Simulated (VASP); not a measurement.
Wanted: the native input for a VASP 6.6.1 run.

```yaml
Task: single point
Functional: PBE
Potentials_or_basis: VASP PAW PBE potentials, release 64 (Cd, Te)
Cutoff: 520 eV
k_mesh: 6 × 6 × 6
Occupations: gaussian, width 0.1 eV
Spin: no spin polarisation
Dipole_correction: no
Further_INCAR_settings: ALGO = Normal; EDIFF = 1e-06; NBANDS = 16
```

The structure of CdTe lies in POSCAR:

```
CdTe
1.0
    0.0000000000      3.2049999200      3.2049999200
    3.2049999200      0.0000000000      3.2049999200
    3.2049999200      3.2049999200      0.0000000000
Cd Te
1 1
Direct
    0.0000000000      0.0000000000      0.0000000000
    0.2500000000      0.2500000000      0.2500000000
```

One way to write it, as run:

INCAR

```
ALGO = Normal ; EDIFF = 1E-6
ENCUT = 520 ; GGA = PE
ISIF = 2 ; ISMEAR = 0
LASPH = True ; LCHARG = False
LREAL = False ; LWAVE = False
NBANDS = 16 ; NELM = 100
PREC = Accurate ; SIGMA = 0.1
```

KPOINTS

```
k-points
0
Gamma
  6 6 6
```

Potentials or basis: VASP PAW PBE potentials, release 64 (Cd, Te).

Command:

```sh
$ cat potpaw_PBE.64/Cd/POTCAR potpaw_PBE.64/Te/POTCAR > POTCAR
$ mpirun -np 1 vasp_std > vasp.out
```

Results of the run:

- Pressure: 4.4 GPa
- Band gap on the k mesh: 0.87 eV, direct

Caveat: spin-orbit coupling is left out, which moves the levels of the heavy elements.

Wall time 16 s on 1 thread of Intel Xeon 6975P-C, on a shared host, peak memory 0.21 GiB.
